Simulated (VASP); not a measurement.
# MnS (Pm-3m) in VASP: a series of runs

MnS is run at these levels: PBEsol; tasks: single point.

Program: VASP 6.6.1. These are calculated values, not measurements. Logs are shortened: lines on timing, memory, paths and dates and some standing lists are left out, and cuts for length are marked.

## 1. The cell of the first run

The structure is cubic, space group Pm-3m (No. 221). The conventional cell has a = 3.099 Å, b = 3.099 Å, c = 3.099 Å, α = 90.00°, β = 90.00°, γ = 90.00°. Within 3.5 Å of Mn (site symmetry m-3m) lie 8 S at 2.68 Å and 6 Mn at 3.10 Å. S (site symmetry m-3m) has 8 Mn at 2.68 Å and 6 S at 3.10 Å within 3.5 Å.

## 2. Single point, PBEsol, collinear spin, ferromagnetic start

INCAR reads:

```
SYSTEM = MnS
PREC = Accurate ; ENCUT = 520
EDIFF = 1E-7 ; ISMEAR = -1
SIGMA = 0.1 ; LREAL = .FALSE.
LASPH = .TRUE. ; NELM = 150
ALGO = Normal ; ISIF = 2
LWAVE = .FALSE. ; LCHARG = .FALSE.
ISPIN = 2 ; MAGMOM = 2.8 0
LORBIT = 11 ; LMAXMIX = 4
GGA = PS ; NBANDS = 20
```

KPOINTS reads:

```
Automatic mesh
0
G
  9 9 9
  0 0 0
```

POSCAR reads:

```
MnS
1.0
    3.0990400000      0.0000000000      0.0000000000
    0.0000000000      3.0990400000      0.0000000000
    0.0000000000      0.0000000000      3.0990400000
Mn S
1 1
Direct
    0.5000000000      0.5000000000      0.5000000000
    0.0000000000      0.0000000000      0.0000000000
```

Potentials or basis: VASP PAW PBE potentials, release 64 (Mn_pv, S).

Run with:

```sh
$ cat potpaw_PBE.64/Mn_pv/POTCAR potpaw_PBE.64/S/POTCAR > POTCAR
$ mpirun -np 1 vasp_std > vasp.out
```

OUTCAR:

```text
SYSTEM = MnS
   PREC = Accurate
   ENCUT = 520
   EDIFF = 1E-7
   ISMEAR = -1
   LREAL = .FALSE.
   LASPH = .TRUE.
   NELM = 150
   ISIF = 2
   ISPIN = 2
   LORBIT = 11
   GGA = PS

 ion  position               nearest neighbor table
   1  0.500  0.500  0.500-   2 2.68   2 2.68   2 2.68   2 2.68   2 2.68   2 2.68   2 2.68   2 2.68

   2  0.000  0.000  0.000-   1 2.68   1 2.68   1 2.68   1 2.68   1 2.68   1 2.68   1 2.68   1 2.68

  LATTYP: Found a simple cubic cell.
 ALAT       =     3.0990400000

  Lattice vectors:

 A1 = (   3.0990400000,   0.0000000000,   0.0000000000)
 A2 = (   0.0000000000,   3.0990400000,   0.0000000000)
 A3 = (   0.0000000000,   0.0000000000,   3.0990400000)

Analysis of symmetry for initial positions (statically):
=====================================================================
 Subroutine PRICEL returns:
 Original cell was already a primitive cell.

 Routine SETGRP: Setting up the symmetry group for a
 simple cubic supercell.

 Subroutine GETGRP returns: Found 48 space group operations
 (whereof 48 operations were pure point group operations)
 out of a pool of 48 trial point group operations.

The static configuration has the point symmetry O_h .

Analysis of symmetry for dynamics (positions and initial velocities):
=====================================================================
 Subroutine PRICEL returns:
 Original cell was already a primitive cell.

 Routine SETGRP: Setting up the symmetry group for a
 simple cubic supercell.

 Subroutine GETGRP returns: Found 48 space group operations
 (whereof 48 operations were pure point group operations)
 out of a pool of 48 trial point group operations.

The dynamic configuration has the point symmetry O_h .

Analysis of structural, dynamic, and magnetic symmetry:
=====================================================================
 Subroutine PRICEL returns:
 Original cell was already a primitive cell.

 Routine SETGRP: Setting up the symmetry group for a
 simple cubic supercell.

 Subroutine GETGRP returns: Found 48 space group operations
 (whereof 48 operations were pure point group operations)
 out of a pool of 48 trial point group operations.

The overall configuration has the point symmetry O_h .

 Subroutine INISYM returns: Found 48 space group operations
 (whereof 48 operations are pure point group operations),
 and found     1 'primitive' translations

----------------------------------------------------------------------------------------

                                     Primitive cell

  volume of cell :      29.7633

  direct lattice vectors                    reciprocal lattice vectors
     3.099040000  0.000000000  0.000000000     0.322680572  0.000000000  0.000000000
     0.000000000  3.099040000  0.000000000     0.000000000  0.322680572  0.000000000
     0.000000000  0.000000000  3.099040000     0.000000000  0.000000000  0.322680572

  length of vectors
     3.099040000  3.099040000  3.099040000     0.322680572  0.322680572  0.322680572

  position of ions in fractional coordinates (direct lattice)
     0.500000000  0.500000000  0.500000000
     0.000000000  0.000000000  0.000000000

  ion indices of the primitive-cell ions
   primitive index   ion index
                 1           1
                 2           2

----------------------------------------------------------------------------------------

 KPOINTS: Automatic mesh

Automatic generation of k-mesh.
 Grid dimensions read from file:
 generate k-points for:    9    9    9

 Generating k-lattice:

  Cartesian coordinates                     Fractional coordinates (reciprocal lattice)
     0.035853397  0.000000000  0.000000000     0.111111111  0.000000000  0.000000000
     0.000000000  0.035853397  0.000000000     0.000000000  0.111111111  0.000000000
     0.000000000  0.000000000  0.035853397     0.000000000  0.000000000  0.111111111

  Length of vectors
     0.035853397  0.035853397  0.035853397

  Shift w.r.t. Gamma in fractional coordinates (k-lattice)
     0.000000000  0.000000000  0.000000000

 Subroutine IBZKPT returns following result:
 ===========================================

 Found     35 irreducible k-points:

 Following reciprocal coordinates:
            Coordinates               Weight
  0.000000  0.000000  0.000000      1.000000
  0.111111  0.000000  0.000000      6.000000
  0.222222  0.000000  0.000000      6.000000
  0.333333  0.000000  0.000000      6.000000
  0.444444  0.000000  0.000000      6.000000
  0.111111  0.111111  0.000000     12.000000
[... 16 lines left out ...]
  0.333333  0.333333  0.111111     24.000000
  0.444444  0.333333  0.111111     48.000000
 [... further k-points ...]
   k-points           NKPTS =     35   k-points in BZ     NKDIM =     35   number of bands    NBANDS=     20
   number of dos      NEDOS =    301   number of ions     NIONS =      2
   total plane-waves  NPLWV =  13824
   dimension x,y,z NGX =    24 NGY =   24 NGZ =   24
   dimension x,y,z NGXF=    48 NGYF=   48 NGZF=   48
   ions per type =               1   1
   NGX,Y,Z   is equivalent  to a cutoff of  12.87, 12.87, 12.87 a.u.
   NGXF,Y,Z  is equivalent  to a cutoff of  25.75, 25.75, 25.75 a.u.
 SYSTEM =  MnS
   PREC   = accura    normal or accurate (medium, high low for compatibility)
   ISTART =      0    job   : 0-new  1-cont  2-samecut
   ICHARG =      2    charge: 1-file 2-atom 10-const
   ISPIN  =      2    spin polarized calculation?
   LNONCOLLINEAR =      F non collinear calculations
   LSORBIT =      F    spin-orbit coupling
   LASPH  =      T    aspherical Exc in radial PAW
   ENCUT  =  520.0 eV  38.22 Ry    6.18 a.u.   5.76  5.76  5.76*2*pi/ulx,y,z
   NELM   =    150;   NELMIN=  2; NELMDL= -5     # of ELM steps
   EDIFF  = 0.1E-06   stopping-criterion for ELM
   LREAL  =      F    real-space projection
   EDIFFG = 0.1E-05   stopping-criterion for IOM
   NSW    =      0    number of steps for IOM
   IBRION =     -1    ionic relax: 0-MD 1-quasi-New 2-CG
   NFREE  =      0    steps in history (QN), initial steepest desc. (CG)
   ISIF   =      2    stress and relaxation
   ISYM   =      2    0-nonsym 1-usesym 2-fastsym
   POTIM  = 0.5000    time-step for ionic-motion
   TEBEG  =    0.0;   TEEND  =   0.0 temperature during run
   PSTRESS=    0.0 pullay stress
   NELECT =      19.0000    total number of electrons
   NUPDOWN=      -1.0000    fix difference up-down
   EMIN   =  10.00;   EMAX   =-10.00  energy-range for DOS
   EFERMI =   0.00;   METHOD = LEGACY
   ISMEAR =    -1;   SIGMA  =   0.10  broadening in eV -4-tet -1-fermi 0-gaus
   EFERMI_NEDOS =   21; number of points for ismear=-14 and -15
   IALGO  =     38    algorithm
   IMIX   =      4    mixing-type and parameters
     AMIX     =   0.40;   BMIX     =  1.00
     AMIX_MAG =   1.60;   BMIX_MAG =  1.00
  volume/ion in A,a.u.               =      14.88       100.43
  Fermi-wavevector in a.u.,A,eV,Ry     =   1.409610  2.663776 27.034766  1.986999
  Thomas-Fermi vector in A             =   2.531648
   LORBIT       =     11    0 simple, 1 ext, 2 COOP (PROOUT), +10 PAW based schemes
   GGA     = PS    functional components
   LHFCALC =     F    Hartree Fock is set to
   AEXX    =    0.0000 exact exchange contribution
   IVDW    =     0    specifies the selected vdW correction
   LEPSILON=     F    determine dielectric tensor
   LRPA    =     F    only Hartree local field effects (RPA)
 spin polarized calculation
  energy-cutoff  :      520.00
  volume of cell :       29.76
 maximum number of plane-waves:       812
 NGX is ok and might be reduce to    24
   NGX = 11   NGY = 11   NGZ = 11

 number of electron      18.9999974 magnetization       3.3712541

 Free energy of the ion-electron system (eV)
  ---------------------------------------------------
  ext. energy  EPLUGINS =         0.00000000
  ---------------------------------------------------
  free energy    TOTEN  =       -14.19942767 eV

  energy without entropy =      -14.14719682  energy(sigma->0) =      -14.17331224

 E-fermi :   8.2929     XC(G=0): -11.8269

 val. band max:        8.2872988590   @ k =   0.3333   0.3333   0.2222
 cond. band min:       8.3009066639   @ k =   0.4444   0.2222   0.2222
 fundamental gap:      0.0136078049
 Fermi energy:         8.2929162411

 spin component 1

 k-point     1 :       0.0000    0.0000    0.0000
  band No.  band energies     occupation
      1     -41.3341      1.00000
      2     -41.3341      1.00000
      3     -41.3341      1.00000
      4      -7.1763      1.00000
      5       4.8900      1.00000
      6       4.8900      1.00000
[... 12 lines left out ...]
     19      23.9032      0.00000
     20      23.9032      0.00000

 k-point     2 :       0.1111    0.0000    0.0000
  band No.  band energies     occupation
      1     -41.3386      1.00000
      2     -41.3337      1.00000
      3     -41.3337      1.00000
      4      -7.0403      1.00000
      5       4.3875      1.00000
      6       4.9363      1.00000
[... 12 lines left out ...]
     19      23.8724      0.00000
     20      25.6798      0.00000

 k-point     3 :       0.2222    0.0000    0.0000
  band No.  band energies     occupation
      1     -41.3499      1.00000
      2     -41.3328      1.00000
      3     -41.3328      1.00000
      4      -6.6581      1.00000
      5       2.8692      1.00000
      6       5.0567      1.00000
[... 12 lines left out ...]
     19      23.7930      0.00000
     20      24.5806      0.00000

 k-point     4 :       0.3333    0.0000    0.0000
  band No.  band energies     occupation
      1     -41.3628      1.00000
      2     -41.3317      1.00000
      3     -41.3317      1.00000
      4      -6.1285      1.00000
      5       1.3039      1.00000
      6       4.9637      1.00000
[... 429 lines left out ...]
 k-point    23 :       0.3333    0.3333    0.1111
  band No.  band energies     occupation
      1     -41.3596      1.00000
      2     -41.3592      1.00000
      3     -41.3337      1.00000
      4      -5.1937      1.00000
      5       2.2201      1.00000
      6       2.7432      1.00000
[... 12 lines left out ...]
     19      24.3835      0.00000
     20      25.5295      0.00000

 k-point    24 :       0.4444    0.3333    0.1111
  band No.  band energies     occupation
      1     -41.3676      1.00000
      2     -41.3585      1.00000
      3     -41.3330      1.00000
      4      -4.8765      1.00000
      5       1.6917      1.00000
      6       2.8937      1.00000
[... 12 lines left out ...]
     19      24.4465      0.00000
     20      25.2079      0.00000

 [... further k-points ...]

 spin component 2

 k-point     1 :       0.0000    0.0000    0.0000
  band No.  band energies     occupation
      1     -37.7903      1.00000
      2     -37.7903      1.00000
      3     -37.7903      1.00000
      4      -7.1721      1.00000
      5       6.5209      1.00000
      6       6.5209      1.00000
[... 12 lines left out ...]
     19      24.6000      0.00000
     20      24.6000      0.00000

 k-point     2 :       0.1111    0.0000    0.0000
  band No.  band energies     occupation
      1     -37.7957      1.00000
      2     -37.7898      1.00000
      3     -37.7898      1.00000
      4      -7.0407      1.00000
      5       5.1304      1.00000
      6       6.4700      1.00000
[... 12 lines left out ...]
     19      24.0347      0.00000
     20      26.3443      0.00000

 k-point     3 :       0.2222    0.0000    0.0000
  band No.  band energies     occupation
      1     -37.8094      1.00000
      2     -37.7887      1.00000
      3     -37.7887      1.00000
      4      -6.6731      1.00000
      5       3.2504      1.00000
      6       6.3484      1.00000
[... 12 lines left out ...]
     19      23.8941      0.00000
     20      25.3198      0.00000

 k-point     4 :       0.3333    0.0000    0.0000
  band No.  band energies     occupation
      1     -37.8250      1.00000
      2     -37.7873      1.00000
      3     -37.7873      1.00000
      4      -6.1694      1.00000
      5       1.6224      1.00000
      6       6.2205      1.00000
[... 429 lines left out ...]
 k-point    23 :       0.3333    0.3333    0.1111
  band No.  band energies     occupation
      1     -37.8209      1.00000
      2     -37.8203      1.00000
      3     -37.7897      1.00000
      4      -5.2503      1.00000
      5       2.5769      1.00000
      6       2.9658      1.00000
[... 12 lines left out ...]
     19      24.6706      0.00000
     20      26.5936      0.00000

 k-point    24 :       0.4444    0.3333    0.1111
  band No.  band energies     occupation
      1     -37.8305      1.00000
      2     -37.8195      1.00000
      3     -37.7888      1.00000
      4      -4.9402      1.00000
      5       1.9259      1.00000
      6       3.1802      1.00000
[... 12 lines left out ...]
     19      25.3390      0.00000
     20      25.5896      0.00000

 [... further k-points ...]

------------------------ aborting loop because EDIFF is reached ----------------------------------------

  FORCE on cell =-STRESS in cart. coord.  units (eV):
  Direction    XX          YY          ZZ          XY          YZ          ZX
  --------------------------------------------------------------------------------------
  -------------------------------------------------------------------------------------
  Total       -2.2727447     -2.2727447     -2.2727447     -0.0000000      0.0000000      0.0000000
  in kB     -122.3431566   -122.3431566   -122.3431566     -0.0000000      0.0000000      0.0000000
  external PRESSURE =    -122.3431566 kB  Pullay stress =       0.0000000 kB

 VOLUME and BASIS-vectors are now :
 -----------------------------------------------------------------------------
  energy-cutoff  :      520.00
  volume of cell :       29.76
      direct lattice vectors                 reciprocal lattice vectors
     3.099040000  0.000000000  0.000000000     0.322680572  0.000000000  0.000000000
     0.000000000  3.099040000  0.000000000     0.000000000  0.322680572  0.000000000
     0.000000000  0.000000000  3.099040000     0.000000000  0.000000000  0.322680572

 POSITION                                       TOTAL-FORCE (eV/Angst)
 -----------------------------------------------------------------------------------
      1.54952      1.54952      1.54952         0.000000      0.000000      0.000000
      0.00000      0.00000      0.00000         0.000000      0.000000      0.000000
 -----------------------------------------------------------------------------------
    total drift:                                0.000000      0.000000     -0.000000

  FREE ENERGIE OF THE ION-ELECTRON SYSTEM (eV)
  ---------------------------------------------------
  free  energy   TOTEN  =       -14.1994276694 eV

  energy  without entropy=      -14.1471968186  energy(sigma->0) =      -14.17331224

 total charge

# of ion       s       p       d       tot
------------------------------------------
    1        0.213   6.167   5.045  11.425
    2        1.366   2.243   0.000   3.609
--------------------------------------------------
tot          1.579   8.410   5.045  15.034

 magnetization (x)

# of ion       s       p       d       tot
------------------------------------------
    1        0.016   0.027   3.314   3.357
    2        0.024  -0.128   0.000  -0.104
--------------------------------------------------
tot          0.040  -0.101   3.314   3.253
```

It took 18 s on 1 thread of Intel Xeon Platinum 8488C (Sapphire Rapids), shared host; peak memory 0.16 GiB.

What came out:

```yaml
Free_energy: -14.1994 eV
Pressure: -12.2 GPa
Net_moment: 3.37 μB per cell
Site_moments: Mn +3.36; S -0.10 μB
Valence_electrons_inside_the_program's_atomic_spheres: Mn 11.43; S 3.61
```

Levels at points of the mesh, in eV from the Fermi level:
Spin up:
```csv
k point,band 9,band 10,band 11,band 12,band 13,band 14
"(0.00, 0.00, 0.00)",-1.93,-1.76,-1.76,-1.76,1.91,6.94
```
Spin down:
| k point | band 6 | band 7 | band 8 | band 9 | band 10 | band 11 |
| --- | --- | --- | --- | --- | --- | --- |
| (0.00, 0.00, 0.00) | -1.77 | -1.77 | -1.13 | -1.13 | 1.39 | 1.39 |

Caveat: the PAW data sets were made with another functional, which shifts forces and pressure a little; a cell with one magnetic atom can't hold antiferromagnetic order, which such compounds often take; semilocal functionals often make such compounds metallic where correlation or magnetic order opens a gap, which also shifts bond lengths. With open d or f shells a metallic result of PBEsol can be an artefact of self-interaction; +U or a hybrid may open a gap.

(Continued in part 2 of 2.)
